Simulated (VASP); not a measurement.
A run of VASP 6.6.1:

Contents of POSCAR:

```
Ti2H
1.0
   -1.3674528910      1.3674528910      4.7634934521
    1.3674528910     -1.3674528910      4.7634934521
    1.3674528910      1.3674528910     -4.7634934521
Ti H
2 1
Direct
    0.6407952500      0.6407952500      0.0000000000
    0.3592047500      0.3592047500      0.0000000000
    0.0000000000      0.0000000000      0.0000000000
```

Contents of INCAR.step1:

```
  PREC = Accurate
  ENCUT = 520
  ISMEAR = 0
  SIGMA = 0.1
  LREAL = False
  LASPH = True
  NELM = 100
  NBANDS = 20
  GGA = PE
  ALGO = Normal
  EDIFF = 1E-4
  LWAVE = True
  LCHARG = False
```

INCAR.step2

```
  PREC = Accurate
  ENCUT = 520
  EDIFF = 1E-6
  ISMEAR = 0
  SIGMA = 0.1
  LREAL = False
  LASPH = True
  NELM = 100
  ALGO = Normal
  ISIF = 2
  LWAVE = False
  LCHARG = False
  METAGGA = R2SCAN
  LMIXTAU = True
  NBANDS = 20
  ISTART = 1
```

KPOINTS

```
regular mesh
0
Gamma
  6 6 6
```

Potentials or basis: VASP PAW PBE potentials, release 64 (Ti_sv, H).

Run with:

```sh
$ cat potpaw_PBE.64/Ti_sv/POTCAR potpaw_PBE.64/H/POTCAR > POTCAR
$ cp INCAR.step1 INCAR
$ mpirun -np 1 vasp_std > vasp.out
$ cp INCAR.step2 INCAR
$ mpirun -np 1 vasp_std > vasp.out
```

Hardware: 1 thread of AMD EPYC 9R45 96-Core Processor (Zen 5) (shared host).

**Question.** Estimate the wall time of this run.

**Answer.** It took 2.3 min on 1 thread of AMD EPYC 9R45 96-Core Processor (Zen 5), with other jobs on the host, peak memory 0.23 GiB. Counts: k points 30.
